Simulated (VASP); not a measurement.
**HfC: single point with LDA**

Crystal: HfC.

```
Hf C
1.0
     3.38686    0.00000    0.00000
    -1.69343    2.93310    0.00000
     0.00000    0.00000    5.27118
Hf C
2 2
Direct
  0.66667 0.33333 0.75000
  0.33333 0.66667 0.25000
  0.00000 0.00000 0.00000
  0.00000 0.00000 0.50000
```

```yaml
Program: VASP 6.6.1
Task: single point
Functional: LDA
Potentials_or_basis: VASP PAW LDA potentials, release 64 (Hf_pv, C)
Cutoff: 520 eV
k_mesh: 8 × 8 × 5
Occupations: gaussian, width 0.1 eV
Spin: no spin polarisation
```

```json
{
  "Pressure": "-20.0 GPa",
  "Band gap on the k mesh": "zero (band 14 reaches 6.94 eV, above the bottom of band 15 at 5.82 eV)"
}
```

Stress tensor (GPa, compression positive):
```
-21.28   0.00   0.00
  0.00 -21.28   0.00
  0.00   0.00 -17.55
```

Levels at points of the mesh, in eV from the Fermi level:
```csv
k point,band 12,band 13,band 14,band 15,band 16,band 17
"(0.00, 0.00, 0.00)",-1.04,-1.04,1.06,1.46,1.46,1.90
"(0.50, 0.00, 0.00)",-3.08,-1.61,-1.00,1.48,4.19,4.61
```

Run time: 63 s on 1 thread of Intel Xeon 6975P-C, with other jobs on the host, peak memory 0.17 GiB.

Caveat: spin-orbit coupling is left out, which moves the levels of the heavy elements.
